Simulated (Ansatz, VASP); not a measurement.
**SiGe2: VASP beside Ansatz**

File INCAR:

```
SYSTEM = SiGe2
ALGO = Normal
EDIFF = 1E-6
EDIFFG = -0.01
ENCUT = 600
GGA = PE
IBRION = 2
ISIF = 3
ISMEAR = 0
LASPH = .True.
LCHARG = .False.
LREAL = .False.
LWAVE = .False.
NELM = 100
NSW = 100
PREC = Accurate
SIGMA = 0.1
```

The input KPOINTS:

```
k-points
0
Gamma
  14 14 14
  0 0 0
```

POSCAR

```
SiGe2
1.0
    0.0000000000      3.1149766959      3.1149766959
    3.1149766959      0.0000000000      3.1149766959
    3.1149766959      3.1149766959      0.0000000000
Si Ge
1 2
Direct
    0.0000000000      0.0000000000      0.0000000000
    0.2500000000      0.2500000000      0.2500000000
    0.7500000000      0.7500000000      0.7500000000
```

Input for Ansatz:

```yaml
crystal:
  lattice:
    - [0.0, 3.1149766959, 3.1149766959]
    - [3.1149766959, 0.0, 3.1149766959]
    - [3.1149766959, 3.1149766959, 0.0]
  atoms:
    - { symbol: Si, position: [0.0, 0.0, 0.0] }
    - { symbol: Ge, position: [0.25, 0.25, 0.25] }
    - { symbol: Ge, position: [0.75, 0.75, 0.75] }
basis:
  ecutwfc: 420
kpoints:
  mp_grid: { grid: [14, 14, 14] }
hamiltonian:
  xc: pbe
scf:
  occupations: { method: gaussian, width: 0.1 }
output:
  forces: true
  stress: true
  eigenvalues: true
relax:
  adjacent_minimum: "off"
  f_tol: 0.01
  max_steps: 80
  cell: { stress_tol: 0.05 }
```

Alike in both runs: task relaxation of cell and atoms; functional PBE; k mesh 14 × 14 × 14; occupations gaussian, width 0.1 eV; no spin polarisation.

```csv
,VASP,Ansatz
version,VASP 6.6.1,Ansatz 0.2.0
potentials or method,"VASP PAW PBE potentials, release 64 (Si, Ge_d), cutoff 600 eV","scalar-relativistic, plane waves, PAW"
valence electrons in the cell,32,32
```

```csv
,VASP,Ansatz,Ansatz less VASP
"gap on the k mesh at the Fermi level, each at its own relaxed structure (eV)",none,none,-
relaxed volume (Å³/atom),20.02,20.05,+0.031
relaxed length of the cell vector where the two differ most in proportion (Å),4.396,4.398,+0.0023
```

A gap of «none» marks a metal or a gap that the smearing closes.
